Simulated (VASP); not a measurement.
A run of VASP 6.6.1 is set up as follows.

Contents of INCAR:

```
SYSTEM = CdTe
ALGO = Normal
EDIFF = 1E-6
ENCUT = 520
GGA = PE
GGA_COMPAT = .FALSE.
ISIF = 2
ISMEAR = 0
LASPH = .TRUE.
LCHARG = .FALSE.
LORBIT = 11
LORBMOM = .TRUE.
LREAL = .FALSE.
LSORBIT = .TRUE.
LWAVE = .FALSE.
MAGMOM = 0 0 0 0 0 0
NBANDS = 30
NELM = 150
PREC = Accurate
SIGMA = 0.05
```

KPOINTS

```
k-points
0
G
  10 10 10
  0 0 0
```

Contents of POSCAR:

```
CdTe
1.0
    0.0000000000      3.2872624437      3.2872624437
    3.2872624437      0.0000000000      3.2872624437
    3.2872624437      3.2872624437      0.0000000000
Cd Te
1 1
Direct
    0.0000000000      0.0000000000      0.0000000000
    0.2500000000      0.2500000000      0.2500000000
```

Potentials or basis: VASP PAW PBE potentials, release 64 (Cd, Te).

The run is started by

```sh
$ cat potpaw_PBE.64/Cd/POTCAR potpaw_PBE.64/Te/POTCAR > POTCAR
$ mpirun -np 1 vasp_ncl > vasp.out
```

(1) Estimate the pressure.

(2) Estimate the net moment.

## Answers

(1) 0.9 GPa.

(2) 0.00 μB per cell.
